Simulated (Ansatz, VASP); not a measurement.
**Two plane-wave programs on Rb4O**

The input INCAR:

```
SYSTEM = Rb4O
  PREC = Accurate
  ENCUT = 600
  EDIFF = 1E-6
  ISMEAR = 0
  SIGMA = 0.1
  LREAL = .False.
  LASPH = .True.
  NELM = 100
  ALGO = Normal
  ISIF = 3
  LWAVE = .False.
  LCHARG = .False.
  GGA = PE
  IBRION = 2
  NSW = 90
  EDIFFG = -0.04
```

File KPOINTS:

```
Automatic mesh
0
Gamma
  4 4 4
  0 0 0
```

POSCAR

```
Rb4O
1.0
    5.8671037000      0.0000000000      0.0000000000
    0.0000000000      5.8671037000      0.0000000000
    0.0000000000      0.0000000000      5.8671037000
Rb O
4 1
Direct
    0.5000000000      0.5000000000      0.5000000000
    0.5000000000      0.0000000000      0.0000000000
    0.0000000000      0.5000000000      0.0000000000
    0.0000000000      0.0000000000      0.5000000000
    0.0000000000      0.0000000000      0.0000000000
```

Input for Ansatz:

```yaml
crystal:
  lattice:
    - [5.8671037, 0.0, 0.0]
    - [0.0, 5.8671037, 0.0]
    - [0.0, 0.0, 5.8671037]
  atoms:
    - { symbol: Rb, position: [0.5, 0.5, 0.5] }
    - { symbol: Rb, position: [0.5, 0.0, 0.0] }
    - { symbol: Rb, position: [0.0, 0.5, 0.0] }
    - { symbol: Rb, position: [0.0, 0.0, 0.5] }
    - { symbol: O, position: [0.0, 0.0, 0.0] }
basis:
  ecutwfc: 420
kpoints:
  mp_grid: { grid: [4, 4, 4] }
hamiltonian:
  xc: pbe
scf:
  occupations: { method: gaussian, width: 0.1 }
  lower_state_search: "off"
output:
  forces: true
  stress: true
  eigenvalues: true
relax:
  adjacent_minimum: "off"
  f_tol: 0.04
  max_steps: 70
  cell: { stress_tol: 0.4 }
```

Alike in both runs: task relaxation of cell and atoms; functional PBE; k mesh 4 × 4 × 4; occupations gaussian, width 0.1 eV; no spin polarisation.

|  | VASP | Ansatz |
| --- | --- | --- |
| version | VASP 6.6.1 | Ansatz 0.2.0 |
| potentials or method | VASP PAW PBE potentials, release 64 (Rb_sv, O), cutoff 600 eV | scalar-relativistic, plane waves, PAW |
| valence electrons in the cell | 42 | 42 |

VASP gave:

| Quantity | Value |
| --- | --- |
| gap on the k mesh at the Fermi level, each at its own relaxed structure (eV) | none |
| relaxed volume (Å³/atom) | 46.42 |
| relaxed length of the cell vector where the two differ most in proportion (Å) | 6.146 |

Question: What did Ansatz give for the same quantities?

Answer: gap on the k mesh at the Fermi level, each at its own relaxed structure (eV): none; relaxed volume (Å³/atom): 45.88; relaxed length of the cell vector where the two differ most in proportion (Å): 6.121.

A gap of «none» marks a metal or a gap that the smearing closes.
